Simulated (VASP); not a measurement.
Runs of VASP 6.6.1 on ZnSe. The structure is that of space group I-4m2 (No. 119), or close to it. The cells are those of the table. 

```csv
cell,gap on the mesh (eV),pressure (GPa)
"a = 4.094, b = 4.094, c = 4.327 Å, angles 58.1, 58.1, 63.8°, 2 atoms",1.14,(c)
"a = 3.934, b = 3.934, c = 4.167 Å, angles 58.0, 58.0, 64.0°, 2 atoms",1.61,0.1
"a = 4.094, b = 4.094, c = 3.846 Å, angles 62.0, 62.0, 56.0°, 2 atoms",(b),0.1
"a = 4.010, b = 4.010, c = 4.167 Å, angles 58.7, 58.7, 62.6°, 2 atoms",1.52,-2.3
"a = 4.248, b = 4.248, c = 4.327 Å, angles 59.4, 59.4, 61.2°, 2 atoms",(a),-8.2
```

Alike in all rows: task single point; level r2SCAN; potentials or basis VASP PAW PBE potentials, release 64 (Zn, Se); no spin polarisation; k mesh 8 × 8 × 8; cutoff (eV) 520; smearing gaussian 0.05 eV.

Problem. Estimate the missing entries.

Solution. (a) 1.01; (b) 1.64; (c) -5.9.

Caveats: the PAW data sets were made with another functional, which shifts forces and pressure a little.

A k mesh can miss the band edges, and the runs leave out spin-orbit coupling on Se.
